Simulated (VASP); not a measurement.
# In2GaP3 (I-4m2) in VASP: single point with PBE

Aim: the single point of In2GaP3 with PBE.

All numbers are computed with VASP 6.6.1; they aren't measurements. Logs are shortened: lines on timing, memory, paths and dates and some standing lists are left out, and cuts for length are marked.

## Step 1: The cell of the first run

The structure is tetragonal, space group I-4m2 (No. 119). The conventional cell has a = 4.097 Å, b = 4.097 Å, c = 17.518 Å, α = 90.00°, β = 90.00°, γ = 90.00°. Within 3.4 Å of In (site symmetry 2mm) lie 4 P at 2.56 Å. Ga (site symmetry -4m2) has 4 P at 2.43 Å within 3.2 Å. Within 3.2 Å of P (site symmetry 2mm) lie 2 Ga at 2.43 Å and 2 In at 2.56 Å. Within 3.4 Å of P (site symmetry -4m2) lie 4 In at 2.56 Å.

## Step 2: Single point, PBE

POSCAR reads:

```
In2GaP3
1.0
   -2.0487313000      2.0487313000      8.7592062000
    2.0487313000     -2.0487313000      8.7592062000
    2.0487313000      2.0487313000     -8.7592062000
In Ga P
2 1 3
Direct
    0.8374110000      0.8374110000      0.0000000000
    0.1625890000      0.1625890000      0.0000000000
    0.5000000000      0.5000000000      0.0000000000
    0.4254440000      0.9254440000      0.5000000000
    0.0745560000      0.5745560000      0.5000000000
    0.7500000000      0.2500000000      0.5000000000
```

INCAR.step1 reads:

```
SYSTEM = In2GaP3
PREC = Accurate
ENCUT = 400
EDIFF = 1E-6
ISMEAR = 0
SIGMA = 0.02
LREAL = .FALSE.
LASPH = .TRUE.
NELM = 120
ALGO = Normal
ISIF = 2
LWAVE = .FALSE.
LCHARG = .TRUE.
GGA = PE
NBANDS = 36
GGA_COMPAT = .FALSE.
NEDOS = 2001
LORBIT = 11
```

KPOINTS.step1 reads:

```
regular mesh
0
G
  10 10 10
  0 0 0
```

INCAR.step2 reads:

```
SYSTEM = In2GaP3
PREC = Accurate
ENCUT = 400
EDIFF = 1E-6
ISMEAR = -5
SIGMA = 0.02
LREAL = .FALSE.
LASPH = .TRUE.
NELM = 120
ALGO = Normal
ISIF = 2
LWAVE = .FALSE.
LCHARG = .FALSE.
GGA = PE
LORBIT = 10
NBANDS = 36
NEDOS = 1001
ICHARG = 11
GGA_COMPAT = .FALSE.
```

KPOINTS.step2 reads:

```
regular mesh
0
G
  15 15 15
  0 0 0
```

Potentials or basis: VASP PAW PBE potentials, release 64 (In_d, Ga_d, P).

Launch:

```console
> cat potpaw_PBE.64/In_d/POTCAR potpaw_PBE.64/Ga_d/POTCAR potpaw_PBE.64/P/POTCAR > POTCAR
> cp INCAR.step1 INCAR
> cp KPOINTS.step1 KPOINTS
> mpirun -np 1 vasp_std > vasp.out
> cp INCAR.step2 INCAR
> cp KPOINTS.step2 KPOINTS
> mpirun -np 1 vasp_std > vasp.out
```

OUTCAR:

```text
SYSTEM = In2GaP3
   PREC = Accurate
   ENCUT = 400
   EDIFF = 1E-6
   ISMEAR = -5
   LREAL = .FALSE.
   LASPH = .TRUE.
   NELM = 120
   ISIF = 2
   GGA = PE
   LORBIT = 10
   ICHARG = 11

 ion  position               nearest neighbor table
   1  0.837  0.837  0.000-   6 2.56   6 2.56   4 2.56   4 2.56
   2  0.163  0.163  0.000-   6 2.56   6 2.56   5 2.56   5 2.56
   3  0.500  0.500  0.000-   5 2.43   4 2.43   5 2.43   4 2.43
   4  0.425  0.925  0.500-   3 2.43   3 2.43   1 2.56   1 2.56
   5  0.075  0.575  0.500-   3 2.43   3 2.43   2 2.56   2 2.56
   6  0.750  0.250  0.500-   1 2.56   2 2.56   1 2.56   2 2.56

  LATTYP: Found a body centered tetragonal cell.
 ALAT       =     4.0974626000
 C/A-ratio  =     4.2754294817

  Lattice vectors:

 A1 = (  -2.0487313000,   2.0487313000,   8.7592062000)
 A2 = (   2.0487313000,  -2.0487313000,   8.7592062000)
 A3 = (   2.0487313000,   2.0487313000,  -8.7592062000)

Analysis of symmetry for initial positions (statically):
=====================================================================
 Subroutine PRICEL returns:
 Original cell was already a primitive cell.

 Routine SETGRP: Setting up the symmetry group for a
 body centered tetragonal supercell.

 Subroutine GETGRP returns: Found  8 space group operations
 (whereof  8 operations were pure point group operations)
 out of a pool of 16 trial point group operations.

The static configuration has the point symmetry D_2d.

Analysis of symmetry for dynamics (positions and initial velocities):
=====================================================================
 Subroutine PRICEL returns:
 Original cell was already a primitive cell.

 Routine SETGRP: Setting up the symmetry group for a
 body centered tetragonal supercell.

 Subroutine GETGRP returns: Found  8 space group operations
 (whereof  8 operations were pure point group operations)
 out of a pool of 16 trial point group operations.

The dynamic configuration has the point symmetry D_2d.

 Subroutine INISYM returns: Found  8 space group operations
 (whereof  8 operations are pure point group operations),
 and found     1 'primitive' translations

----------------------------------------------------------------------------------------

                                     Primitive cell

  volume of cell :     147.0601

  direct lattice vectors                    reciprocal lattice vectors
[... 110 lines left out ...]
   EMIN   =  10.00;   EMAX   =-10.00  energy-range for DOS
   EFERMI =   0.00;   METHOD = LEGACY
   ISMEAR =    -5;   SIGMA  =   0.02  broadening in eV -4-tet -1-fermi 0-gaus
   EFERMI_NEDOS =   21; number of points for ismear=-14 and -15
   IALGO  =     38    algorithm
   IMIX   =      4    mixing-type and parameters
     AMIX     =   0.40;   BMIX     =  1.00
     AMIX_MAG =   1.60;   BMIX_MAG =  1.00
  volume/ion in A,a.u.               =      24.51       165.40
  Fermi-wavevector in a.u.,A,eV,Ry     =   1.172306  2.215338 18.698521  1.374303
  Thomas-Fermi vector in A             =   2.308737
   LORBIT       =     10    0 simple, 1 ext, 2 COOP (PROOUT), +10 PAW based schemes
   GGA     = PE    functional components
   LHFCALC =     F    Hartree Fock is set to
   AEXX    =    0.0000 exact exchange contribution
   IVDW    =     0    specifies the selected vdW correction
   LEPSILON=     F    determine dielectric tensor
   LRPA    =     F    only Hartree local field effects (RPA)
 non-spin polarized calculation
 Fermi weights with tetrahedron method with Bloechl corrections
  energy-cutoff  :      400.00
  volume of cell :      147.06
 maximum number of plane-waves:      2698

 number of electron      53.9999992 magnetization

 Free energy of the ion-electron system (eV)
  ---------------------------------------------------
  ext. energy  EPLUGINS =         0.00000000
  ---------------------------------------------------
  free energy    TOTEN  =       -25.80797527 eV

  energy without entropy =      -25.80797527  energy(sigma->0) =      -25.80797527

 E-fermi :   4.6612     XC(G=0):  -9.2688

 val. band max:        4.6538441539   @ k =   0.0000   0.0000   0.0000
 cond. band min:       5.2715561039   @ k =   0.0000   0.0000   0.0000
 fundamental gap:      0.6177119500
 Fermi energy:         4.6612112768

 k-point     1 :       0.0000    0.0000    0.0000
  band No.  band energies     occupation
      1      -9.9790      2.00000
      2      -9.9231      2.00000
      3      -9.9231      2.00000
      4      -9.8905      2.00000
      5      -9.8425      2.00000
      6      -9.6283      2.00000
[... 925 lines left out ...]
     35       9.8415      0.00000
     36      10.0267      0.00000

 [... further k-points ...]

------------------------ aborting loop because EDIFF is reached ----------------------------------------

  FORCE on cell =-STRESS in cart. coord.  units (eV):
  Direction    XX          YY          ZZ          XY          YZ          ZX
  --------------------------------------------------------------------------------------
  -------------------------------------------------------------------------------------
  Total       -0.1279341     -0.1279341     -0.1345435      0.0000000      0.0000000      0.0000000
  in kB       -1.3938059     -1.3938059     -1.4658126      0.0000000      0.0000000      0.0000000
  external PRESSURE =      -1.4178081 kB  Pullay stress =       0.0000000 kB

 VOLUME and BASIS-vectors are now :
 -----------------------------------------------------------------------------
  energy-cutoff  :      400.00
  volume of cell :      147.06
      direct lattice vectors                 reciprocal lattice vectors
    -2.048731300  2.048731300  8.759206200     0.000000000  0.244053478  0.057082798
     2.048731300 -2.048731300  8.759206200     0.244053478  0.000000000  0.057082798
     2.048731300  2.048731300 -8.759206200     0.244053478  0.244053478  0.000000000

 POSITION                                       TOTAL-FORCE (eV/Angst)
 -----------------------------------------------------------------------------------
      0.00000      0.00000     14.67011        -0.000000      0.000000     -0.002876
      0.00000      0.00000      2.84830        -0.000000      0.000000      0.002876
      0.00000      0.00000      8.75921         0.000000     -0.000000     -0.000000
      2.04873      0.00000      7.45310         0.000000     -0.000000     -0.003060
      2.04873      0.00000      1.30610         0.000000     -0.000000      0.003060
      0.00000      2.04873      4.37960         0.000000     -0.000000     -0.000000
 -----------------------------------------------------------------------------------
    total drift:                                0.000000     -0.000000     -0.000000

  FREE ENERGIE OF THE ION-ELECTRON SYSTEM (eV)
  ---------------------------------------------------
  free  energy   TOTEN  =       -25.8079752665 eV

  energy  without entropy=      -25.8079752665  energy(sigma->0) =      -25.80797527

 total charge

# of ion       s       p       d       tot
------------------------------------------
    1        0.828   0.745   9.895  11.468
    2        0.828   0.745   9.895  11.468
    3        0.858   0.745   9.998  11.601
    4        1.031   1.474   0.000   2.505
    5        1.031   1.474   0.000   2.505
    6        1.032   1.483   0.000   2.515
--------------------------------------------------
tot          5.609   6.665  29.788  42.063
```

OUTCAR.step1:

```text
SYSTEM = In2GaP3
   PREC = Accurate
   ENCUT = 400
   EDIFF = 1E-6
   ISMEAR = 0
   LREAL = .FALSE.
   LASPH = .TRUE.
   NELM = 120
   ISIF = 2
   GGA = PE
   LORBIT = 11

[... 1177 lines left out ...]
  free  energy   TOTEN  =       -25.8081661170 eV

  energy  without entropy=      -25.8081661170  energy(sigma->0) =      -25.80816612

 total charge

# of ion       s       p       d       tot
------------------------------------------
    1        0.828   0.745   9.895  11.468
    2        0.828   0.745   9.895  11.468
    3        0.858   0.744   9.998  11.600
    4        1.031   1.474   0.000   2.506
    5        1.031   1.474   0.000   2.506
    6        1.032   1.483   0.000   2.515
--------------------------------------------------
tot          5.609   6.666  29.788  42.063
```

OSZICAR.step1:

```text
N       E                     dE             d eps       ncg     rms          rms(c)
DAV:   1     0.441603006603E+03    0.44160E+03   -0.21483E+04  7396   0.158E+03
DAV:   2     0.323447431104E+02   -0.40926E+03   -0.39747E+03  7548   0.418E+02
DAV:   3    -0.238698905705E+02   -0.56215E+02   -0.55190E+02  8648   0.161E+02
DAV:   4    -0.267779362720E+02   -0.29080E+01   -0.28933E+01  9428   0.362E+01
DAV:   5    -0.268818199892E+02   -0.10388E+00   -0.10383E+00 10980   0.689E+00    0.896E+00
DAV:   6    -0.258638379198E+02    0.10180E+01   -0.19480E+00 10084   0.156E+01    0.522E+00
DAV:   7    -0.258120903922E+02    0.51748E-01   -0.89611E-01 11336   0.453E+00    0.184E+00
DAV:   8    -0.258074881441E+02    0.46022E-02   -0.12579E-01  9988   0.339E+00    0.740E-01
DAV:   9    -0.258081402730E+02   -0.65213E-03   -0.22356E-02 10116   0.200E+00    0.270E-01
DAV:  10    -0.258079196059E+02    0.22067E-03   -0.37259E-03 10884   0.689E-01    0.133E-01
DAV:  11    -0.258081629960E+02   -0.24339E-03   -0.93949E-04  9736   0.171E-01    0.111E-01
DAV:  12    -0.258081568653E+02    0.61307E-05   -0.74513E-05  9544   0.660E-02    0.462E-02
DAV:  13    -0.258081682947E+02   -0.11429E-04   -0.38434E-05  8312   0.351E-02    0.283E-02
DAV:  14    -0.258081657626E+02    0.25321E-05   -0.11929E-05  7668   0.164E-02    0.133E-02
DAV:  15    -0.258081661170E+02   -0.35445E-06   -0.15118E-06  6920   0.791E-03
   1 F= -.25808166E+02 E0= -.25808166E+02  d E =-.732843E-12
```

It took 33 min on 1 thread of Intel Xeon Platinum 8488C (Sapphire Rapids), shared host; peak memory 1.1 GiB.

Results:

```yaml
Valence_electrons_inside_the_program's_atomic_spheres: In 11.47; Ga 11.60; P 2.50, 2.52 (each value once)
```

Caveat: spin-orbit coupling is left out, which moves the levels of the heavy elements.
